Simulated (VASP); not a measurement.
Write the native input for VASP 6.6.1 that does the following.

- Task: single point
- Functional: PBE
- Potentials or basis: VASP PAW PBE potentials, release 64 (Ga_d, N)
- Cutoff: 520 eV
- k mesh: 10 × 10 × 10
- Occupations: fermi-dirac, width 0.02 eV
- Spin: no spin polarisation
- Dipole correction: no
- Further INCAR settings: ALGO = Normal; EDIFF = 1e-07; NBANDS = 16

The structure of GaN lies in POSCAR:

```
GaN
1.0
    0.0591571486      2.1010433011      2.1010433011
    2.1010433011      0.0591571486      2.1010433011
    2.1010433011      2.1010433011      0.0591571486
Ga N
1 1
Direct
    0.0000000000      0.0000000000      0.0000000000
    0.5000000000      0.5000000000      0.5000000000
```

This cell differs from its parent crystal: epitaxial 111 strain -3.2%.

The input as run:

INCAR

```
SYSTEM = GaN
PREC = Accurate
ENCUT = 520
EDIFF = 1E-7
ISMEAR = -1
SIGMA = 0.02
LREAL = .False.
LASPH = .True.
NELM = 80
ALGO = Normal
ISIF = 2
LWAVE = .False.
LCHARG = .True.
GGA = PE
LELF = .True.
LVHAR = .True.
NBANDS = 16
```

KPOINTS

```
Automatic mesh
0
Gamma
  10 10 10
  0 0 0
```

Potentials or basis: VASP PAW PBE potentials, release 64 (Ga_d, N).

Run with:

```sh
$ cat potpaw_PBE.64/Ga_d/POTCAR potpaw_PBE.64/N/POTCAR > POTCAR
$ mpirun -np 1 vasp_std > vasp.out
```

It gave:

* Pressure: 24.2 GPa
* Band gap on the k mesh: 0.84 eV (least direct gap 3.27 eV)

Caveat: the cell differs from its parent crystal (epitaxial 111 strain -3.2%); the cell stands under pressure.

Wall time 91 s on 1 thread of Intel Xeon 8259CL, with other jobs on the host, peak memory 0.16 GiB.
